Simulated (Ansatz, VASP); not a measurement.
## Two plane-wave programs on BP

INCAR

```
  ALGO = Normal
  EDIFF = 1E-6
  ENCUT = 520
  GGA = PE
  ISIF = 2
  ISMEAR = 0
  LASPH = T
  LCHARG = F
  LREAL = F
  LWAVE = F
  NBANDS = 11
  NELM = 60
  PREC = Accurate
  SIGMA = 0.05
```

Contents of KPOINTS:

```
k-points
0
Gamma
  12 12 12
```

Contents of POSCAR:

```
BP
1.0
    0.0000000000      2.2741350292      2.2741350292
    2.2741350292      0.0000000000      2.2741350292
    2.2741350292      2.2741350292      0.0000000000
B P
1 1
Direct
    0.0000000000      0.0000000000      0.0000000000
    0.7500000000      0.7500000000      0.7500000000
```

Input for Ansatz:

```yaml
crystal:
  lattice:
    - [0.0, 2.2741350292, 2.2741350292]
    - [2.2741350292, 0.0, 2.2741350292]
    - [2.2741350292, 2.2741350292, 0.0]
  atoms:
    - { symbol: B, position: [0.0, 0.0, 0.0] }
    - { symbol: P, position: [0.75, 0.75, 0.75] }
basis:
  ecutwfc: 520.0
kpoints:
  mp_grid: { grid: [12, 12, 12] }
hamiltonian:
  xc: pbe
scf:
  occupations: { method: gaussian, width: 0.05 }
output:
  forces: true
  stress: true
  eigenvalues: true
  write_density: true
  write_potential: true
  elf: true
  volumetric_format: npy
```

Alike in both runs: task single point; functional PBE; k mesh 12 × 12 × 12; occupations gaussian, width 0.05 eV; no spin polarisation.

```csv
,VASP,Ansatz
version,VASP 6.6.1,Ansatz 0.2.0
potentials or method,"VASP PAW PBE potentials, release 64 (B, P), cutoff 520 eV","scalar-relativistic, plane waves, PAW"
valence electrons in the cell,8,8
```

Ansatz gave:

```
gap on the k mesh at the Fermi level (eV) : 1.25
least direct gap on the mesh (eV)         : 3.39
pressure (GPa)                            : 0.0
```

What did VASP give for the same quantities?

gap on the k mesh at the Fermi level (eV): 1.25; least direct gap on the mesh (eV): 3.39; pressure (GPa): -0.2.
